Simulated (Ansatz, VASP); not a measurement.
CdSe in VASP and in Ansatz

```
CELL_PARAMETERS angstrom
0.00000 3.07027 3.07027
3.07027 0.00000 3.07027
3.07027 3.07027 0.00000
ATOMIC_POSITIONS crystal
Cd 0.00000 0.00000 0.00000
Se 0.25000 0.25000 0.25000
```

Alike in both runs: functional b88 exchange, pbe correlation; k mesh 8 × 8 × 8; occupations fermi-dirac, width 0.05 eV; no spin polarisation.

```csv
,VASP,Ansatz
version,VASP 6.6.1,Ansatz 0.2.0
potentials or method,"VASP PAW PBE potentials, release 64 (Cd, Se)",Ansatz PAW
plane-wave cutoff (eV),500,420
valence electrons in the cell,18,36
task,single point,band structure
```

|  | VASP | Ansatz | Ansatz less VASP |
| --- | --- | --- | --- |
| gap on the k mesh at the Fermi level (eV) | 0.55 | 0.55 | 0.000 |
| least direct gap on the mesh (eV) | 0.55 | 0.55 | 0.000 |
| pressure (GPa) | 1.5 | 1.2 | -0.27 |

VASP's potentials were made for PBE, not for b88 exchange, pbe correlation. With one functional, cell and mesh, what is left measures potentials, basis and numerics. VASP's potentials hold 18 valence electrons a cell and Ansatz's 36, so a difference there can come from the potentials and not from the codes.
